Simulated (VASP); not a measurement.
# Te2Pb3Se (Imm2) in VASP: single point with PBE

Aim: the single point of Te2Pb3Se with PBE.

Everything below comes from runs of VASP 6.6.1. Logs are shortened: lines on timing, memory, paths and dates and some standing lists are left out, and cuts for length are marked.

### 1 The cell of the first run

It takes space group Imm2 (No. 44, orthorhombic). The conventional cell has a = 4.562 Å, b = 19.332 Å, c = 4.629 Å, α = 90.00°, β = 90.00°, γ = 90.00°. Within 4.2 Å of Te (site symmetry m) lie 6 Pb at 3.21 to 3.30 Å. Within 4.1 Å of Pb (site symmetry m) lie 1 Se at 3.11 Å and 5 Te at 3.21 to 3.30 Å. Within 4.0 Å of Pb (site symmetry mm2) lie 4 Se at 3.01 to 3.51 Å and 2 Te at 3.26 Å. Within 4.0 Å of Se (site symmetry mm2) lie 6 Pb at 3.01 to 3.51 Å.

### 2 Single point, PBE

INCAR

```
SYSTEM = Te2Pb3Se
ALGO = Normal
EDIFF = 1E-6
ENCUT = 500
GGA = PE
GGA_COMPAT = .FALSE.
ISIF = 2
ISMEAR = 0
LASPH = .TRUE.
LCHARG = .FALSE.
LREAL = .FALSE.
LWAVE = .FALSE.
NBANDS = 39
NELM = 120
PREC = Accurate
SIGMA = 0.02
```

KPOINTS

```
k-points
0
G
  8 8 8
  0 0 0
```

POSCAR

```
Te2Pb3Se
1.0
   -2.2811400000      9.6659520000      2.3143840000
    2.2811400000     -9.6659520000      2.3143840000
    2.2811400000      9.6659520000     -2.3143840000
Te Pb Se
2 3 1
Direct
    0.6549690000      0.9867530000      0.6682160000
    0.3185370000      0.9867530000      0.3317840000
    0.8403190000      0.0012990000      0.8390200000
    0.1622790000      0.0012990000      0.1609800000
    0.5487150000      0.0487150000      0.5000000000
    0.9720370000      0.9720370000      0.0000000000
```

Potentials or basis: VASP PAW PBE potentials, release 64 (Te, Pb_d, Se).

Run with:

```console
> cat potpaw_PBE.64/Te/POTCAR potpaw_PBE.64/Pb_d/POTCAR potpaw_PBE.64/Se/POTCAR > POTCAR
> mpirun -np 1 vasp_std > vasp.out
```

OUTCAR:

```text
SYSTEM = Te2Pb3Se
   EDIFF = 1E-6
   ENCUT = 500
   GGA = PE
   ISIF = 2
   ISMEAR = 0
   LASPH = .TRUE.
   LREAL = .FALSE.
   NELM = 120
   PREC = Accurate

 ion  position               nearest neighbor table
   1  0.655  0.987  0.668-   4 3.21   4 3.21   5 3.26   4 3.30   4 3.30   3 3.30
   2  0.319  0.987  0.332-   3 3.21   3 3.21   5 3.26   3 3.30   3 3.30   4 3.30
   3  0.840  0.001  0.839-   6 3.11   2 3.21   2 3.21   2 3.30   2 3.30   1 3.30
   4  0.162  0.001  0.161-   6 3.11   1 3.21   1 3.21   1 3.30   1 3.30   2 3.30
   5  0.549  0.049  0.500-   6 3.01   6 3.01   2 3.26   1 3.26
   6  0.972  0.972  0.000-   5 3.01   5 3.01   4 3.11   3 3.11

  LATTYP: Found a body centered orthorhombic cell.
 ALAT       =     4.5622800000
 B/A-ratio  =     1.0145734150
 C/A-ratio  =     4.2373339646

  Lattice vectors:

 A1 = (   2.2811400000,  -9.6659520000,  -2.3143840000)
 A2 = (  -2.2811400000,  -9.6659520000,   2.3143840000)
 A3 = (  -2.2811400000,   9.6659520000,  -2.3143840000)

Analysis of symmetry for initial positions (statically):
=====================================================================
 Subroutine PRICEL returns:
 Original cell was already a primitive cell.

 Routine SETGRP: Setting up the symmetry group for a
 body centered orthorhombic supercell.

 Subroutine GETGRP returns: Found  4 space group operations
 (whereof  4 operations were pure point group operations)
 out of a pool of  8 trial point group operations.

The static configuration has the point symmetry C_2v.

Analysis of symmetry for dynamics (positions and initial velocities):
=====================================================================
 Subroutine PRICEL returns:
 Original cell was already a primitive cell.

 Routine SETGRP: Setting up the symmetry group for a
 body centered orthorhombic supercell.

 Subroutine GETGRP returns: Found  4 space group operations
 (whereof  4 operations were pure point group operations)
 out of a pool of  8 trial point group operations.

The dynamic configuration has the point symmetry C_2v.

 Subroutine INISYM returns: Found  4 space group operations
 (whereof  4 operations are pure point group operations),
 and found     1 'primitive' translations

----------------------------------------------------------------------------------------

                                     Primitive cell

  volume of cell :     204.1230

  direct lattice vectors                    reciprocal lattice vectors
    -2.281140000  9.665952000  2.314384000     0.000000000  0.051727962  0.216040208
     2.281140000 -9.665952000  2.314384000     0.219188651  0.000000000  0.216040208
     2.281140000  9.665952000 -2.314384000     0.219188651  0.051727962  0.000000000

  length of vectors
    10.197578196 10.197578196 10.197578196     0.222146693  0.307761330  0.225209784

  position of ions in fractional coordinates (direct lattice)
     0.654969000  0.986753000  0.668216000
     0.318537000  0.986753000  0.331784000
     0.840319000  0.001299000  0.839020000
     0.162279000  0.001299000  0.160980000
     0.548715000  0.048715000  0.500000000
     0.972037000  0.972037000  0.000000000

  ion indices of the primitive-cell ions
   primitive index   ion index
                 1           1
                 2           2
                 3           3
                 4           4
                 5           5
                 6           6

----------------------------------------------------------------------------------------

 KPOINTS: k-points

Automatic generation of k-mesh.
 Grid dimensions read from file:
 generate k-points for:    8    8    8

 Generating k-lattice:

  Cartesian coordinates                     Fractional coordinates (reciprocal lattice)
     0.000000000  0.006465995  0.027005026     0.125000000  0.000000000  0.000000000
     0.027398581  0.000000000  0.027005026     0.000000000  0.125000000  0.000000000
     0.027398581  0.006465995  0.000000000     0.000000000  0.000000000  0.125000000

  Length of vectors
     0.027768337  0.038470166  0.028151223

  Shift w.r.t. Gamma in fractional coordinates (k-lattice)
     0.000000000  0.000000000  0.000000000

 Subroutine IBZKPT returns following result:
 ===========================================

 Found     95 irreducible k-points:

 Following reciprocal coordinates:
            Coordinates               Weight
  0.000000  0.000000  0.000000      1.000000
  0.125000  0.000000  0.000000      4.000000
  0.250000  0.000000  0.000000      4.000000
  0.375000 -0.000000  0.000000      4.000000
  0.500000  0.000000  0.000000      2.000000
  0.000000  0.125000 -0.000000      4.000000
[... 16 lines left out ...]
  0.125000  0.375000 -0.000000      8.000000
  0.250000  0.375000 -0.000000      8.000000
 [... further k-points ...]
   k-points           NKPTS =     95   k-points in BZ     NKDIM =     95   number of bands    NBANDS=     39
   number of dos      NEDOS =    301   number of ions     NIONS =      6
   total plane-waves  NPLWV = 512000
   dimension x,y,z NGX =    80 NGY =   80 NGZ =   80
   dimension x,y,z NGXF=   160 NGYF=  160 NGZF=  160
   ions per type =               2   3   1
   NGX,Y,Z   is equivalent  to a cutoff of  13.04, 13.04, 13.04 a.u.
   NGXF,Y,Z  is equivalent  to a cutoff of  26.08, 26.08, 26.08 a.u.
 SYSTEM =  Te2Pb3Se
   PREC   = accura    normal or accurate (medium, high low for compatibility)
   ISTART =      0    job   : 0-new  1-cont  2-samecut
   ICHARG =      2    charge: 1-file 2-atom 10-const
   ISPIN  =      1    spin polarized calculation?
   LNONCOLLINEAR =      F non collinear calculations
   LSORBIT =      F    spin-orbit coupling
   LASPH  =      T    aspherical Exc in radial PAW
   ENCUT  =  500.0 eV  36.75 Ry    6.06 a.u.  18.59 18.59 18.59*2*pi/ulx,y,z
   NELM   =    120;   NELMIN=  2; NELMDL= -5     # of ELM steps
   EDIFF  = 0.1E-05   stopping-criterion for ELM
   LREAL  =      F    real-space projection
   EDIFFG = 0.1E-04   stopping-criterion for IOM
   NSW    =      0    number of steps for IOM
   IBRION =     -1    ionic relax: 0-MD 1-quasi-New 2-CG
   NFREE  =      0    steps in history (QN), initial steepest desc. (CG)
   ISIF   =      2    stress and relaxation
   ISYM   =      2    0-nonsym 1-usesym 2-fastsym
   POTIM  = 0.5000    time-step for ionic-motion
   TEBEG  =    0.0;   TEEND  =   0.0 temperature during run
   PSTRESS=    0.0 pullay stress
   NELECT =      60.0000    total number of electrons
   NUPDOWN=      -1.0000    fix difference up-down
   EMIN   =  10.00;   EMAX   =-10.00  energy-range for DOS
   EFERMI =   0.00;   METHOD = LEGACY
   ISMEAR =     0;   SIGMA  =   0.02  broadening in eV -4-tet -1-fermi 0-gaus
   EFERMI_NEDOS =   21; number of points for ismear=-14 and -15
   IALGO  =     38    algorithm
   IMIX   =      4    mixing-type and parameters
     AMIX     =   0.40;   BMIX     =  1.00
     AMIX_MAG =   1.60;   BMIX_MAG =  1.00
  volume/ion in A,a.u.               =      34.02       229.58
  Fermi-wavevector in a.u.,A,eV,Ry     =   1.088499  2.056964 16.120583  1.184829
  Thomas-Fermi vector in A             =   2.224682
   LORBIT       =      0    0 simple, 1 ext, 2 COOP (PROOUT), +10 PAW based schemes
   GGA     = PE    functional components
   LHFCALC =     F    Hartree Fock is set to
   AEXX    =    0.0000 exact exchange contribution
   IVDW    =     0    specifies the selected vdW correction
   LEPSILON=     F    determine dielectric tensor
   LRPA    =     F    only Hartree local field effects (RPA)
 non-spin polarized calculation
 Gauss-broadening in eV      SIGMA  =   0.02
  energy-cutoff  :      500.00
  volume of cell :      204.12
 maximum number of plane-waves:      5208
 NGX is ok and might be reduce to    80
   NGX = 37   NGY = 37   NGZ = 37

 number of electron      60.0000000 magnetization

 Free energy of the ion-electron system (eV)
  ---------------------------------------------------
  ext. energy  EPLUGINS =         0.00000000
  ---------------------------------------------------
  free energy    TOTEN  =       -23.14510261 eV

  energy without entropy =      -23.14510261  energy(sigma->0) =      -23.14510261

 E-fermi :   4.8329     XC(G=0):  -9.0888

 val. band max:        4.7185383535   @ k =   0.5000   0.5000  -0.0000
 cond. band min:       5.4408051388   @ k =   0.5000   0.5000  -0.0000
 fundamental gap:      0.7222667853
 Fermi energy:         4.8329018914

 k-point     1 :       0.0000    0.0000    0.0000
  band No.  band energies     occupation
      1     -12.0420      2.00000
      2     -12.0218      2.00000
      3     -12.0129      2.00000
      4     -12.0065      2.00000
      5     -11.9945      2.00000
      6     -11.9294      2.00000
[... 31 lines left out ...]
     38       9.3685      0.00000
     39       9.6968      0.00000

 k-point     2 :       0.1250    0.0000    0.0000
  band No.  band energies     occupation
      1     -12.0397      2.00000
      2     -12.0202      2.00000
      3     -12.0143      2.00000
      4     -12.0071      2.00000
      5     -11.9945      2.00000
      6     -11.9270      2.00000
[... 31 lines left out ...]
     38       9.0563      0.00000
     39       9.1767      0.00000

 k-point     3 :       0.2500    0.0000    0.0000
  band No.  band energies     occupation
      1     -12.0344      2.00000
      2     -12.0178      2.00000
      3     -12.0160      2.00000
      4     -12.0086      2.00000
      5     -11.9944      2.00000
      6     -11.9215      2.00000
[... 31 lines left out ...]
     38       8.6055      0.00000
     39       9.1302      0.00000

 k-point     4 :       0.3750   -0.0000    0.0000
  band No.  band energies     occupation
      1     -12.0298      2.00000
      2     -12.0212      2.00000
      3     -12.0112      2.00000
      4     -12.0101      2.00000
      5     -11.9943      2.00000
      6     -11.9168      2.00000
[... 31 lines left out ...]
     38       8.4949      0.00000
     39       8.9555      0.00000
[... 754 lines left out ...]
     38       9.8889      0.00000
     39      10.0542      0.00000

 k-point    23 :       0.1250    0.3750   -0.0000
  band No.  band energies     occupation
      1     -12.0593      2.00000
      2     -12.0215      2.00000
      3     -12.0108      2.00000
      4     -11.9996      2.00000
      5     -11.9955      2.00000
      6     -11.9333      2.00000
[... 31 lines left out ...]
     38      10.0594      0.00000
     39      10.1591      0.00000

 k-point    24 :       0.2500    0.3750   -0.0000
  band No.  band energies     occupation
      1     -12.0557      2.00000
      2     -12.0221      2.00000
      3     -12.0101      2.00000
      4     -11.9995      2.00000
      5     -11.9968      2.00000
      6     -11.9292      2.00000
[... 31 lines left out ...]
     38       9.5663      0.00000
     39      10.1238      0.00000

 [... further k-points ...]

------------------------ aborting loop because EDIFF is reached ----------------------------------------

  FORCE on cell =-STRESS in cart. coord.  units (eV):
  Direction    XX          YY          ZZ          XY          YZ          ZX
  --------------------------------------------------------------------------------------
  -------------------------------------------------------------------------------------
  Total        0.0091084     -0.0222344      0.0104535      0.0000000      0.0000000      0.0000000
  in kB        0.0714923     -0.1745192      0.0820503      0.0000000      0.0000000      0.0000000
  external PRESSURE =      -0.0069922 kB  Pullay stress =       0.0000000 kB

 VOLUME and BASIS-vectors are now :
 -----------------------------------------------------------------------------
  energy-cutoff  :      500.00
  volume of cell :      204.12
      direct lattice vectors                 reciprocal lattice vectors
    -2.281140000  9.665952000  2.314384000     0.000000000  0.051727962  0.216040208
     2.281140000 -9.665952000  2.314384000     0.219188651  0.000000000  0.216040208
     2.281140000  9.665952000 -2.314384000     0.219188651  0.051727962  0.000000000

 POSITION                                       TOTAL-FORCE (eV/Angst)
 -----------------------------------------------------------------------------------
      2.28114      3.25194      2.25307        -0.000000      0.003601     -0.001106
      2.28114     -3.25194      2.25307        -0.000000     -0.003601     -0.001106
     -0.00000     16.21985      0.00601        -0.000000     -0.007541      0.001525
      0.00000      3.11205      0.00601        -0.000000      0.007541      0.001525
      0.00000      9.66595      0.22549         0.000000     -0.000000     -0.010494
      0.00000      0.00000      4.49933         0.000000      0.000000      0.009656
 -----------------------------------------------------------------------------------
    total drift:                                0.000000      0.000001     -0.000113

  FREE ENERGIE OF THE ION-ELECTRON SYSTEM (eV)
  ---------------------------------------------------
  free  energy   TOTEN  =       -23.1451026125 eV

  energy  without entropy=      -23.1451026125  energy(sigma->0) =      -23.14510261
```

Run time: 1.5 h. Hardware: 1 thread of Intel Xeon 8259CL, shared host; peak memory 1.4 GiB.

What came out:

- Free energy: -23.1451 eV
- Pressure: 0.0 GPa
- Largest force: 0.010 eV/Å
- Band gap on the k mesh: 0.72 eV

Forces in eV/Å, atoms in the order of the input:
```
Te   0.000  0.004 -0.001
Te   0.000 -0.004 -0.001
Pb   0.000 -0.008  0.002
Pb   0.000  0.008  0.002
Pb   0.000  0.000 -0.010
Se   0.000  0.000  0.010
```

Caveat: spin-orbit coupling is left out, which moves the levels of the heavy elements. A k mesh can miss the band edges.
